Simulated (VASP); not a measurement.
## CoSi2: relaxation of cell and atoms with PBE+D4

The system is CoSi2.

```
Co Si
1.0
     0.00000    2.67800    2.67800
     2.67800    0.00000    2.67800
     2.67800    2.67800    0.00000
Co Si
1 2
Direct
  0.00000 0.00000 0.00000
  0.25000 0.25000 0.25000
  0.75000 0.75000 0.75000
```

```yaml
Program: VASP 6.6.1
Task: relaxation of cell and atoms
Functional: PBE
Dispersion: D4
Potentials_or_basis: VASP PAW PBE potentials, release 64 (Co, Si)
Cutoff: 600 eV
k_mesh: 11 × 11 × 11
Occupations: fermi-dirac, width 0.1 eV
Spin: collinear spin, ferromagnetic start
Starting_moments: "[1.8, 0.0, 0.0] μB"
Dipole_correction: no
Further_INCAR_settings: ALGO = Normal; EDIFF = 1e-06; IBRION = 2; EDIFFG = -0.02; NSW = 80; ISIF = 3
```

```yaml
Relaxed_volume: 12.45 Å³/atom
Relaxed_cell: a = 3.752 Å, b = 3.752 Å, c = 3.752 Å, α = 60.00°, β = 60.00°, γ = 60.00°
Space_group_after_relaxing_to_0.1_Å: Fm-3m (No. 225)
Energy_gained_by_relaxing: 6.0 meV/atom
Ionic_steps: 3
Pressure_after_relaxing: -0.2 GPa
Net_moment: 0.00 μB per cell
Valence_electrons_inside_the_program's_atomic_spheres: Co 8.93; Si 1.61
Dispersion_energy_per_atom: -0.472 eV
```

Step by step:
```
step  energy change (eV)  largest force (eV/Å)  pressure (GPa)  volume (Å³)
   1              0.0000                0.0000           -5.18        38.41
   2              0.0061                0.0000            6.66        36.16
   3             -0.0179                0.0000           -0.15        37.34
```

Final structure:
```
Co Si
1.0
     0.00000    2.65297    2.65297
     2.65297    0.00000    2.65297
     2.65297    2.65297    0.00000
Co Si
1 2
Direct
  0.00000 0.00000 0.00000
  0.25000 0.25000 0.25000
  0.75000 0.75000 0.75000
```

Levels at points of the mesh, in eV from the Fermi level:
Spin up:
| k point | band 6 | band 7 | band 8 | band 9 | band 10 | band 11 | band 12 | band 13 |
| --- | --- | --- | --- | --- | --- | --- | --- | --- |
| (0.00, 0.00, 0.00) | -2.01 | 1.04 | 3.45 | 3.45 | 3.45 | 3.52 | 3.52 | 3.52 |
Spin down:
| k point | band 5 | band 6 | band 7 | band 8 | band 9 | band 10 | band 11 | band 12 | band 13 |
| --- | --- | --- | --- | --- | --- | --- | --- | --- | --- |
| (0.00, 0.00, 0.00) | -2.01 | -2.01 | 1.04 | 3.45 | 3.45 | 3.45 | 3.52 | 3.52 | 3.52 |

Run time: 6.2 min on 1 thread of Intel Xeon 8259CL, with other jobs on the host, peak memory 0.23 GiB.

Caveat: the moments typed at the start vanished in this run.
